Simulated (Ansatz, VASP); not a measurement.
W: VASP beside Ansatz

```xyz
1
Lattice="-1.5800 1.5800 1.5800 1.5800 -1.5800 1.5800 1.5800 1.5800 -1.5800" Properties=species:S:1:pos:R:3 pbc="T T T"
W     0.0000    0.0000    0.0000
```

Alike in both runs: task relaxation of cell and atoms; functional PBE; k mesh 24 × 24 × 24; no spin polarisation.

|  | VASP | Ansatz |
| --- | --- | --- |
| version | VASP 6.6.1 | Ansatz 0.2.0 |
| potentials or method | VASP PAW PBE potentials, release 64 (W_sv) | plane-wave PAW, scalar-relativistic |
| plane-wave cutoff (eV) | 600 | 420 |
| occupations | methfessel-paxton of order 1, width 0.1 eV | cold, width 0.1 eV |
| valence electrons in the cell | 14 | 14 |

Ansatz gave:

```
relaxed volume (Å³/atom)                                     : 16.14
relaxed cell length with the largest relative difference (Å) : 2.757
```

Q: Estimate VASP's values.

A: Relaxed volume (Å³/atom): 16.17; relaxed cell length with the largest relative difference (Å): 2.759.

Neither program's run includes spin-orbit coupling.
